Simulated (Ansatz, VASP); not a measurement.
**PtSe2 in VASP and in Ansatz**

```xyz
3
Lattice="3.7287 0.0000 0.0000 -1.8643 3.2291 0.0000 0.0000 0.0000 5.2772" Properties=species:S:1:pos:R:3 pbc="T T T"
Pt    0.0000    0.0000    0.0000
Se    0.0000    2.1527    1.2993
Se    1.8643    1.0764    3.9778
```

Alike in both runs: task single point; functional PBE-based screened hybrid; k mesh 6 × 6 × 2; occupations fermi-dirac, width 0.02 eV; no spin polarisation.

|  | VASP | Ansatz |
| --- | --- | --- |
| version | VASP 6.6.1 | Ansatz 0.2.0 |
| potentials or method | VASP PAW PBE potentials, release 64 (Pt, Se) | plane waves |
| plane-wave cutoff (eV) | 400 | 420 |
| valence electrons in the cell | 22 | 50 |

|  | VASP | Ansatz | Ansatz less VASP |
| --- | --- | --- | --- |
| gap on the k mesh at the Fermi level (eV) | 0.83 | 0.87 | +0.038 |
| pressure (GPa) | -3.9 | -3.5 | +0.44 |
| traceless stress, the component that is largest in VASP (GPa) | 1.79 | 1.55 | -0.240 |
| rms of the force components (eV/Å) | 0.296 | 0.294 | -0.0017 |

VASP's potentials were made for PBE, not for PBE-based screened hybrid. Atom by atom the forces differ by 0.002 eV/Å (rms over components). With one functional, cell and mesh, what is left measures potentials, basis and numerics. VASP's potentials hold 22 valence electrons a cell and Ansatz's 50, so a difference there can come from the potentials and not from the codes. Ansatz's warnings: stress exchange threshold loose, stress scf threshold loose.

The k mesh is coarse, so the values compare programs but aren't converged. Neither program's run includes spin-orbit coupling.
